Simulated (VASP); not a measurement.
Ge: single point with LDA

The system is Ge.

```
CELL_PARAMETERS angstrom
-2.51991 2.52181 1.40975
2.51909 -2.52138 1.41169
2.51930 2.52094 -1.40970
ATOMIC_POSITIONS crystal
Ge 0.24922 0.74921 0.49998
Ge 0.50078 0.50079 0.00002
```

| Quantity | Value |
| --- | --- |
| Program | VASP 6.6.1 |
| Task | single point |
| Functional | LDA |
| Potentials or basis | VASP PAW LDA potentials, release 64 (Ge_d) |
| Cutoff | 520 eV |
| k mesh | 14 × 14 × 14 |
| Occupations | gaussian, width 0.15 eV |
| Spin | no spin polarisation |
| Dipole correction | no |
| Further INCAR settings | ALGO = Normal; EDIFF = 1e-06; NBANDS = 21 |

The pressure is 0.0 GPa and the band gap on the k mesh is zero (bands 14 and 15 overlap by 5.41 eV).

Stress tensor (GPa, compression positive):
```
 0.09  0.01 -0.01
 0.01  0.05 -0.01
-0.01 -0.01 -0.04
```

Levels at points of the mesh, in eV from the Fermi level:
| k point | band 10 | band 11 | band 12 | band 13 | band 14 | band 15 | band 16 | band 17 | band 18 | band 19 |
| --- | --- | --- | --- | --- | --- | --- | --- | --- | --- | --- |
| (0.00, 0.00, 0.00) | -24.49 | -13.57 | -3.63 | -2.26 | -2.25 | 3.45 | 7.80 | 7.98 | 8.02 | 8.04 |
| (0.50, 0.00, 0.00) | -24.55 | -8.38 | -6.64 | -2.56 | -1.94 | -1.54 | 2.45 | 3.70 | 5.76 | 9.20 |
| (0.00, 0.50, 0.00) | -24.55 | -8.38 | -6.62 | -2.58 | -1.95 | -1.56 | 2.47 | 3.71 | 5.79 | 9.19 |
| (0.50, 0.50, 0.00) | -24.59 | -10.69 | -10.69 | 0.80 | 0.81 | 2.31 | 2.31 | 7.11 | 7.12 | 11.08 |
| (0.00, 0.00, 0.50) | -24.59 | -10.69 | -10.69 | 0.80 | 0.80 | 2.31 | 2.31 | 7.11 | 7.11 | 11.08 |
| (0.50, 0.00, 0.50) | -24.55 | -8.38 | -6.63 | -2.58 | -1.95 | -1.56 | 2.47 | 3.71 | 5.79 | 9.20 |
| (0.00, 0.50, 0.50) | -24.55 | -8.38 | -6.64 | -2.57 | -1.94 | -1.54 | 2.45 | 3.70 | 5.75 | 9.21 |
| (0.50, 0.50, 0.50) | -24.64 | -8.83 | -8.82 | -6.04 | -6.04 | 5.60 | 5.63 | 11.70 | 11.71 | 15.65 |

It took 7.1 min on 1 thread of Intel(R) Xeon(R) 6975P-C (Granite Rapids) (shared host), peak memory 0.81 GiB.
